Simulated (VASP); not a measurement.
# Sc: single point with RPBE

Crystal: Sc.

```
Sc
1.0
     0.00000    2.26000    2.26000
     2.26000    0.00000    2.26000
     2.26000    2.26000    0.00000
Sc
1
Direct
  0.00000 0.00000 0.00000
```

* Program: VASP 6.6.1
* Task: single point
* Functional: RPBE
* Potentials or basis: VASP PAW PBE potentials, release 64 (Sc_sv)
* Cutoff: 520 eV
* k mesh: 10 × 10 × 10
* Occupations: gaussian, width 0.1 eV
* Spin: no spin polarisation

```
Pressure : 6.1 GPa
```

Levels at points of the mesh, in eV from the Fermi level:
```
           k point  band 2  band 3  band 4  band 5  band 6  band 7  band 8  band 9
(0.00, 0.00, 0.00)  -27.71  -27.71  -27.71   -5.31    1.70    1.70    1.70    3.20
(0.50, 0.00, 0.00)  -28.19  -27.77  -27.77   -1.82    0.32    1.57    1.57    4.16
(0.50, 0.50, 0.00)  -28.16  -27.88  -27.88   -1.65   -0.70    2.14    4.16    4.41
```

It took 9.2 s on 1 thread of Intel(R) Xeon(R) Platinum 8375C CPU @ 2.90GHz (Ice Lake), with other jobs on the host, peak memory 0.14 GiB.

Caveat: the PAW data sets were made with another functional, which shifts forces and pressure a little.
